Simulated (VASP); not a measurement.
# Ba2C (fluorite type) (Fm-3m) in VASP: density of states with PBE

Aim: the density of states of Ba2C (fluorite type) with PBE.

Program: VASP 6.6.1. These are calculated values, not measurements. Logs are shortened: lines on timing, memory, paths and dates and some standing lists are left out, and cuts for length are marked.

## Step 1: The cell of the first run

Symmetry: Fm-3m, No. 225, cubic system. The conventional cell has a = 7.039 Å, b = 7.039 Å, c = 7.039 Å, α = 90.00°, β = 90.00°, γ = 90.00°. C (site symmetry m-3m) has 8 Ba at 3.05 Å within 4.0 Å. Ba (site symmetry -43m) has 4 C at 3.05 Å and 6 Ba at 3.52 Å within 4.0 Å.

## Step 2: Density of states, PBE

The input, POSCAR:

```
Ba2C
1.0
    0.0000000000      3.5195247499      3.5195247499
    3.5195247499      0.0000000000      3.5195247499
    3.5195247499      3.5195247499      0.0000000000
C Ba
1 2
Direct
    0.0000000000      0.0000000000      0.0000000000
    0.2500000000      0.2500000000      0.2500000000
    0.7500000000      0.7500000000      0.7500000000
```

The input, INCAR.step1:

```
SYSTEM = Ba2C
PREC = Accurate ; ENCUT = 520
EDIFF = 1E-6 ; ISMEAR = -1
SIGMA = 0.05 ; LREAL = .FALSE.
LASPH = .TRUE. ; NELM = 100
ALGO = Normal ; ISIF = 2
LWAVE = .FALSE. ; LCHARG = .TRUE.
GGA = PE ; NBANDS = 19
```

The input, KPOINTS.step1:

```
regular mesh
0
G
  10 10 10
  0 0 0
```

The input, INCAR.step2:

```
SYSTEM = Ba2C
PREC = Accurate ; ENCUT = 520
EDIFF = 1E-6 ; ISMEAR = -5
SIGMA = 0.05 ; LREAL = .FALSE.
LASPH = .TRUE. ; NELM = 100
ALGO = Normal ; ISIF = 2
LWAVE = .FALSE. ; LCHARG = .FALSE.
GGA = PE ; LORBIT = 11
NEDOS = 2001 ; ICHARG = 11
```

The input, KPOINTS.step2:

```
regular mesh
0
G
  15 15 15
  0 0 0
```

Potentials or basis: VASP PAW PBE potentials, release 64 (C, Ba_sv).

Started as:

```bash
$ cat potpaw_PBE.64/C/POTCAR potpaw_PBE.64/Ba_sv/POTCAR > POTCAR
$ cp INCAR.step1 INCAR
$ cp KPOINTS.step1 KPOINTS
$ mpirun -np 1 vasp_std > vasp.out
$ cp INCAR.step2 INCAR
$ cp KPOINTS.step2 KPOINTS
$ mpirun -np 1 vasp_std > vasp.out
```

OUTCAR:

```text
SYSTEM = Ba2C
   PREC = Accurate
   ENCUT = 520
   EDIFF = 1E-6
   ISMEAR = -5
   LREAL = .FALSE.
   LASPH = .TRUE.
   NELM = 100
   ISIF = 2
   GGA = PE
   LORBIT = 11
   ICHARG = 11

 ion  position               nearest neighbor table
   1  0.000  0.000  0.000-   3 3.05   3 3.05   3 3.05   2 3.05   2 3.05   2 3.05   3 3.05   2 3.05

   2  0.250  0.250  0.250-   1 3.05   1 3.05   1 3.05   1 3.05   3 3.52   3 3.52   3 3.52   3 3.52
                             3 3.52   3 3.52
   3  0.750  0.750  0.750-   1 3.05   1 3.05   1 3.05   1 3.05   2 3.52   2 3.52   2 3.52   2 3.52
                             2 3.52   2 3.52

  LATTYP: Found a face centered cubic cell.
 ALAT       =     7.0390494998

  Lattice vectors:

 A1 = (   0.0000000000,   3.5195247499,   3.5195247499)
 A2 = (   3.5195247499,   0.0000000000,   3.5195247499)
 A3 = (   3.5195247499,   3.5195247499,   0.0000000000)

Analysis of symmetry for initial positions (statically):
=====================================================================
 Subroutine PRICEL returns:
 Original cell was already a primitive cell.

 Routine SETGRP: Setting up the symmetry group for a
 face centered cubic supercell.

 Subroutine GETGRP returns: Found 48 space group operations
 (whereof 48 operations were pure point group operations)
 out of a pool of 48 trial point group operations.

The static configuration has the point symmetry O_h .

Analysis of symmetry for dynamics (positions and initial velocities):
=====================================================================
 Subroutine PRICEL returns:
 Original cell was already a primitive cell.

 Routine SETGRP: Setting up the symmetry group for a
 face centered cubic supercell.

 Subroutine GETGRP returns: Found 48 space group operations
 (whereof 48 operations were pure point group operations)
 out of a pool of 48 trial point group operations.

The dynamic configuration has the point symmetry O_h .

 Subroutine INISYM returns: Found 48 space group operations
 (whereof 48 operations are pure point group operations),
 and found     1 'primitive' translations

----------------------------------------------------------------------------------------

                                     Primitive cell

  volume of cell :      87.1931

  direct lattice vectors                    reciprocal lattice vectors
     0.000000000  3.519524750  3.519524750    -0.142064635  0.142064635  0.142064635
     3.519524750  0.000000000  3.519524750     0.142064635 -0.142064635  0.142064635
     3.519524750  3.519524750  0.000000000     0.142064635  0.142064635 -0.142064635

  length of vectors
     4.977359634  4.977359634  4.977359634     0.246063166  0.246063166  0.246063166

  position of ions in fractional coordinates (direct lattice)
     0.000000000  0.000000000  0.000000000
     0.250000000  0.250000000  0.250000000
     0.750000000  0.750000000  0.750000000

  ion indices of the primitive-cell ions
   primitive index   ion index
                 1           1
                 2           2
                 3           3

----------------------------------------------------------------------------------------

 KPOINTS: regular mesh

Automatic generation of k-mesh.
 Grid dimensions read from file:
 generate k-points for:   15   15   15

 Generating k-lattice:

  Cartesian coordinates                     Fractional coordinates (reciprocal lattice)
    -0.009470976  0.009470976  0.009470976     0.066666667  0.000000000  0.000000000
     0.009470976 -0.009470976  0.009470976     0.000000000  0.066666667  0.000000000
     0.009470976  0.009470976 -0.009470976     0.000000000  0.000000000  0.066666667

  Length of vectors
     0.016404211  0.016404211  0.016404211

  Shift w.r.t. Gamma in fractional coordinates (k-lattice)
     0.000000000  0.000000000  0.000000000

 TETIRR: Found    484 inequivalent tetrahedra from    20250

 Subroutine IBZKPT returns following result:
 ===========================================

 Found    120 irreducible k-points:

 Following reciprocal coordinates:
            Coordinates               Weight
  0.000000  0.000000  0.000000      1.000000
  0.066667  0.000000  0.000000      8.000000
  0.133333  0.000000  0.000000      8.000000
  0.200000  0.000000  0.000000      8.000000
  0.266667  0.000000  0.000000      8.000000
  0.333333  0.000000  0.000000      8.000000
[... 16 lines left out ...]
  0.133333  0.133333  0.000000      6.000000
  0.200000  0.133333  0.000000     24.000000
 [... further k-points ...]
   k-points           NKPTS =    120   k-points in BZ     NKDIM =    120   number of bands    NBANDS=     16
   number of dos      NEDOS =   2001   number of ions     NIONS =      3
   total plane-waves  NPLWV =  64000
   dimension x,y,z NGX =    40 NGY =   40 NGZ =   40
   dimension x,y,z NGXF=    80 NGYF=   80 NGZF=   80
   ions per type =               1   2
   NGX,Y,Z   is equivalent  to a cutoff of  13.36, 13.36, 13.36 a.u.
   NGXF,Y,Z  is equivalent  to a cutoff of  26.72, 26.72, 26.72 a.u.
 SYSTEM =  Ba2C
   PREC   = accura    normal or accurate (medium, high low for compatibility)
   ISTART =      0    job   : 0-new  1-cont  2-samecut
   ICHARG =     11    charge: 1-file 2-atom 10-const
   ISPIN  =      1    spin polarized calculation?
   LNONCOLLINEAR =      F non collinear calculations
   LSORBIT =      F    spin-orbit coupling
   LASPH  =      T    aspherical Exc in radial PAW
   ENCUT  =  520.0 eV  38.22 Ry    6.18 a.u.   9.25  9.25  9.25*2*pi/ulx,y,z
   NELM   =    100;   NELMIN=  2; NELMDL=  0     # of ELM steps
   EDIFF  = 0.1E-05   stopping-criterion for ELM
   LREAL  =      F    real-space projection
   EDIFFG = 0.1E-04   stopping-criterion for IOM
   NSW    =      0    number of steps for IOM
   IBRION =     -1    ionic relax: 0-MD 1-quasi-New 2-CG
   NFREE  =      0    steps in history (QN), initial steepest desc. (CG)
   ISIF   =      2    stress and relaxation
   ISYM   =      2    0-nonsym 1-usesym 2-fastsym
   POTIM  = 0.5000    time-step for ionic-motion
   TEBEG  =    0.0;   TEEND  =   0.0 temperature during run
   PSTRESS=    0.0 pullay stress
   NELECT =      24.0000    total number of electrons
   NUPDOWN=      -1.0000    fix difference up-down
   EMIN   =  10.00;   EMAX   =-10.00  energy-range for DOS
   EFERMI =   0.00;   METHOD = LEGACY
   ISMEAR =    -5;   SIGMA  =   0.05  broadening in eV -4-tet -1-fermi 0-gaus
   EFERMI_NEDOS =   21; number of points for ismear=-14 and -15
   IALGO  =     38    algorithm
   IMIX   =      4    mixing-type and parameters
     AMIX     =   0.40;   BMIX     =  1.00
     AMIX_MAG =   1.60;   BMIX_MAG =  1.00
  volume/ion in A,a.u.               =      29.06       196.14
  Fermi-wavevector in a.u.,A,eV,Ry     =   1.064922  2.012411 15.429814  1.134059
  Thomas-Fermi vector in A             =   2.200457
   LORBIT       =     11    0 simple, 1 ext, 2 COOP (PROOUT), +10 PAW based schemes
   GGA     = PE    functional components
   LHFCALC =     F    Hartree Fock is set to
   AEXX    =    0.0000 exact exchange contribution
   IVDW    =     0    specifies the selected vdW correction
   LEPSILON=     F    determine dielectric tensor
   LRPA    =     F    only Hartree local field effects (RPA)
 non-spin polarized calculation
 Fermi weights with tetrahedron method with Bloechl corrections
  energy-cutoff  :      520.00
  volume of cell :       87.19
 maximum number of plane-waves:      2397
 NGX is ok and might be reduce to    40

 number of electron      24.0000000 magnetization

 Free energy of the ion-electron system (eV)
  ---------------------------------------------------
  ext. energy  EPLUGINS =         0.00000000
  ---------------------------------------------------
  free energy    TOTEN  =       -10.79788323 eV

  energy without entropy =      -10.79788323  energy(sigma->0) =      -10.79788323

 E-fermi :   3.3180     XC(G=0):  -9.2143

 val. band max:        3.3307973931   @ k =   0.4667   0.4667   0.0000
 cond. band min:       3.2470178991   @ k =  -0.3333   0.3333   0.0000
 fundamental gap:     -0.0837794940
 Fermi energy:         3.3179544001

 k-point     1 :       0.0000    0.0000    0.0000
  band No.  band energies     occupation
      1     -25.0257      2.00000
      2     -24.4105      2.00000
      3     -10.5489      2.00000
      4     -10.5489      2.00000
      5     -10.5489      2.00000
      6      -9.3610      2.00000
[... 8 lines left out ...]
     15       3.5321      0.00000
     16       7.7321      0.00000

 k-point     2 :       0.0667    0.0000    0.0000
  band No.  band energies     occupation
      1     -25.0189      2.00000
      2     -24.4172      2.00000
      3     -10.5440      2.00000
      4     -10.5396      2.00000
      5     -10.5396      2.00000
      6      -9.3937      2.00000
[... 8 lines left out ...]
     15       3.5928      0.00000
     16       7.5232      0.00000

 k-point     3 :       0.1333    0.0000    0.0000
  band No.  band energies     occupation
      1     -24.9989      2.00000
      2     -24.4369      2.00000
      3     -10.5292      2.00000
      4     -10.5117      2.00000
      5     -10.5117      2.00000
      6      -9.4844      2.00000
[... 8 lines left out ...]
     15       3.9609      0.00000
     16       7.0310      0.00000

 k-point     4 :       0.2000    0.0000    0.0000
  band No.  band energies     occupation
      1     -24.9665      2.00000
      2     -24.4688      2.00000
      3     -10.5048      2.00000
      4     -10.4655      2.00000
      5     -10.4655      2.00000
      6      -9.6144      2.00000
[... 8 lines left out ...]
     15       4.5283      0.00000
     16       6.5123      0.00000
[... 324 lines left out ...]
 k-point    22 :      -0.0667    0.0667    0.0000
  band No.  band energies     occupation
      1     -25.0078      2.00000
      2     -24.4281      2.00000
      3     -10.5770      2.00000
      4     -10.5090      2.00000
      5     -10.4980      2.00000
      6      -9.4764      2.00000
[... 8 lines left out ...]
     15       3.7835      0.00000
     16       7.2733      0.00000

 k-point    23 :       0.1333    0.1333    0.0000
  band No.  band energies     occupation
      1     -24.9913      2.00000
      2     -24.4439      2.00000
      3     -10.6016      2.00000
      4     -10.6016      2.00000
      5     -10.3194      2.00000
      6      -9.7507      2.00000
[... 8 lines left out ...]
     15       4.1761      0.00000
     16       7.2778      0.00000

 k-point    24 :       0.2000    0.1333    0.0000
  band No.  band energies     occupation
      1     -24.9690      2.00000
      2     -24.4653      2.00000
      3     -10.6191      2.00000
      4     -10.6151      2.00000
      5     -10.2047      2.00000
      6      -9.9287      2.00000
[... 8 lines left out ...]
     15       4.5727      0.00000
     16       6.8361      0.00000

 [... further k-points ...]
[... 5 lines left out ...]
  --------------------------------------------------------------------------------------
  -------------------------------------------------------------------------------------
  Total        0.7179934      0.7179934      0.7179934      0.0000000     -0.0000000      0.0000000
  in kB       13.1931640     13.1931640     13.1931640      0.0000000     -0.0000000      0.0000000
  external PRESSURE =      13.1931640 kB  Pullay stress =       0.0000000 kB

 VOLUME and BASIS-vectors are now :
 -----------------------------------------------------------------------------
  energy-cutoff  :      520.00
  volume of cell :       87.19
      direct lattice vectors                 reciprocal lattice vectors
     0.000000000  3.519524750  3.519524750    -0.142064635  0.142064635  0.142064635
     3.519524750  0.000000000  3.519524750     0.142064635 -0.142064635  0.142064635
     3.519524750  3.519524750  0.000000000     0.142064635  0.142064635 -0.142064635

 POSITION                                       TOTAL-FORCE (eV/Angst)
 -----------------------------------------------------------------------------------
      0.00000      0.00000      0.00000         0.000000     -0.000000     -0.000000
      1.75976      1.75976      1.75976        -0.000000     -0.000000     -0.000000
      5.27929      5.27929      5.27929         0.000000      0.000000      0.000000
 -----------------------------------------------------------------------------------
    total drift:                                0.000000     -0.000000      0.000000

  FREE ENERGIE OF THE ION-ELECTRON SYSTEM (eV)
  ---------------------------------------------------
  free  energy   TOTEN  =       -10.7978832339 eV

  energy  without entropy=      -10.7978832339  energy(sigma->0) =      -10.79788323

 total charge

# of ion       s       p       d       tot
------------------------------------------
    1        0.892   1.255   0.000   2.147
    2        2.043   5.549   0.469   8.061
    3        2.043   5.549   0.469   8.061
--------------------------------------------------
tot          4.977  12.352   0.939  18.268
```

Wall time 2 min (1 thread of Intel Xeon Platinum 8488C (Sapphire Rapids), shared host); peak memory 0.34 GiB.

Results:

```yaml
Valence_electrons_inside_the_program's_atomic_spheres: C 2.15; Ba 8.06
```

Levels at points of the mesh, in eV from the Fermi level:
```csv
k point,band 10,band 11,band 12,band 13,band 14,band 15
"(0.00, 0.00, 0.00)",-1.94,-1.94,-1.94,0.05,0.21,0.21
```

Caveat: spin-orbit coupling is left out, which moves the levels of the heavy elements; tetrahedron occupations give inexact forces and stress in metals.
